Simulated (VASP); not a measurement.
Input of a VASP 6.6.1 run:

INCAR

```
SYSTEM = AsPt
  ALGO = Normal
  EDIFF = 1E-7
  ENCUT = 520
  GGA = PE
  ISIF = 2
  ISMEAR = 0
  LASPH = .True.
  LCHARG = .False.
  LREAL = .False.
  LWAVE = .False.
  NBANDS = 14
  NELM = 60
  PREC = Accurate
  SIGMA = 0.1
```

File KPOINTS:

```
k-points
0
Gamma
  6 6 6
  0 0 0
```

File POSCAR:

```
AsPt
1.0
    0.0000000000      2.6344599170      2.6344599170
    2.6344599170      0.0000000000      2.6344599170
    2.6344599170      2.6344599170      0.0000000000
As Pt
1 1
Direct
    0.0000000000      0.0000000000      0.0000000000
    0.5000000000      0.5000000000      0.5000000000
```

Potentials or basis: VASP PAW PBE potentials, release 64 (As, Pt).

Launch:

```sh
$ cat potpaw_PBE.64/As/POTCAR potpaw_PBE.64/Pt/POTCAR > POTCAR
$ mpirun -np 1 vasp_std > vasp.out
```

(1) Estimate the pressure.

## Answers

(1) -3.0 GPa.
